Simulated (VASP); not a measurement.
Wanted: the native input for a VASP 6.6.1 run.

- Task: single point
- Functional: PBE
- Potentials or basis: VASP PAW PBE potentials, release 64 (Co)
- Cutoff: 520 eV
- k mesh: 10 × 10 × 6
- Occupations: fermi-dirac, width 0.05 eV
- Spin: collinear spin, ferromagnetic start
- Starting moments: [2.0, 2.0] μB
- Dipole correction: no
- Further INCAR settings: ALGO = Normal; EDIFF = 1e-07; NBANDS = 20

The structure of Co lies in POSCAR:

```
Co
1.0
    2.4719999032      0.0000000000      0.0000000000
   -1.2359999516      2.1408147143      0.0000000000
    0.0000000000      0.0000000000      4.0211440800
Co
2
Direct
    0.6666666667      0.3333333333      0.7500000000
    0.3333333333      0.6666666667      0.2500000000
```

The input as run:

INCAR

```
SYSTEM = Co
  PREC = Accurate
  ENCUT = 520
  EDIFF = 1E-7
  ISMEAR = -1
  SIGMA = 0.05
  LREAL = .FALSE.
  LASPH = .TRUE.
  NELM = 150
  ALGO = Normal
  ISIF = 2
  LWAVE = .FALSE.
  LCHARG = .TRUE.
  ISPIN = 2
  MAGMOM = 2 2
  LORBIT = 11
  LMAXMIX = 4
  GGA = PE
  LELF = .TRUE.
  LVHAR = .TRUE.
  NBANDS = 20
```

KPOINTS

```
Automatic mesh
0
G
  10 10 6
  0 0 0
```

Potentials or basis: VASP PAW PBE potentials, release 64 (Co).

The run is started by

```console
$ cat potpaw_PBE.64/Co/POTCAR > POTCAR
$ mpirun -np 1 vasp_std > vasp.out
```

It gave:

```yaml
Pressure: 4.6 GPa
Net_moment: 3.29 μB per cell
Site_moments: Co +1.66 μB
Valence_electrons_inside_the_program's_atomic_spheres: Co 8.31
```

Caveat: the cell stands under pressure.

Run time: 46 s on 1 thread of Intel(R) Xeon(R) Platinum 8488C (Sapphire Rapids), on a shared host, peak memory 0.15 GiB.
